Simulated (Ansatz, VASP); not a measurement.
**One calculation of Os, two programs**

```
Os
1.0
     4.28536    0.00000    0.00000
    -2.14268    3.71123    0.00000
     0.00000    0.00000    2.69311
Os
3
Cartesian
  0.0000 0.0000 2.6931
  0.0000 2.4742 1.3466
  2.1427 1.2371 1.3466
```

Alike in both runs: functional PBEsol; k mesh 9 × 9 × 12; occupations fermi-dirac, width 0.1 eV; no spin polarisation.

Ansatz relaxed the structure, and its values are those at the end. VASP's run is a single point on that final structure, the one shown.

|  | VASP | Ansatz |
| --- | --- | --- |
| version | VASP 6.6.1 | Ansatz 0.2.0 |
| potentials or method | VASP PAW PBE potentials, release 64 (Os), cutoff 520 eV | plane waves (420 eV) with PAW, scalar-relativistic |
| valence electrons in the cell | 24 | 48 |

|  | VASP | Ansatz | Ansatz less VASP |
| --- | --- | --- | --- |
| pressure (GPa) | 0.3 | 0.0 | -0.35 |

VASP's potentials were made for PBE, not for PBEsol, and Ansatz warns of the same on its side. VASP's potentials hold 24 valence electrons a cell and Ansatz's 48, so a difference there can come from the potentials and not from the codes.

Neither program's run includes spin-orbit coupling.
